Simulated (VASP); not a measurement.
A run of VASP 6.6.1 is set up as follows.

Contents of INCAR:

```
SYSTEM = ZnCd2Se3
  PREC = Accurate
  ENCUT = 520
  EDIFF = 1E-7
  ISMEAR = 0
  SIGMA = 0.02
  LREAL = .FALSE.
  LASPH = .TRUE.
  NELM = 80
  ALGO = Normal
  ISIF = 2
  LWAVE = .FALSE.
  LCHARG = .FALSE.
  GGA = PE
  NBANDS = 36
```

The input KPOINTS:

```
regular mesh
0
G
  12 12 4
  0 0 0
```

Contents of POSCAR:

```
ZnCd2Se3
1.0
    4.2187639498      0.0000000000      0.0000000000
   -2.1093819749      3.6535567530      0.0000000000
    0.0000000000      0.0000000000     10.4284295480
Zn Cd Se
1 2 3
Direct
    0.0000000000      0.0000000000      0.6679016347
    0.3333333333      0.6666666667      0.9900087850
    0.6666666667      0.3333333333      0.3383375856
    0.3333333333      0.6666666667      0.7359721833
    0.0000000000      0.0000000000      0.4324751486
    0.6666666667      0.3333333333      0.0853056629
```

Potentials or basis: VASP PAW PBE potentials, release 64 (Zn, Cd, Se).

Launch:

```bash
$ cat potpaw_PBE.64/Zn/POTCAR potpaw_PBE.64/Cd/POTCAR potpaw_PBE.64/Se/POTCAR > POTCAR
$ mpirun -np 1 vasp_std > vasp.out
```

(1) Predict the band gap on the k mesh.

(2) What does it give for the largest force?

(3) What does it give for the pressure?

## Answers

(1) 0.61 eV.

(2) 0.015 eV/Å.

(3) 1.8 GPa.

Caveat: semilocal functionals underestimate gaps, and a narrow one can read as zero.
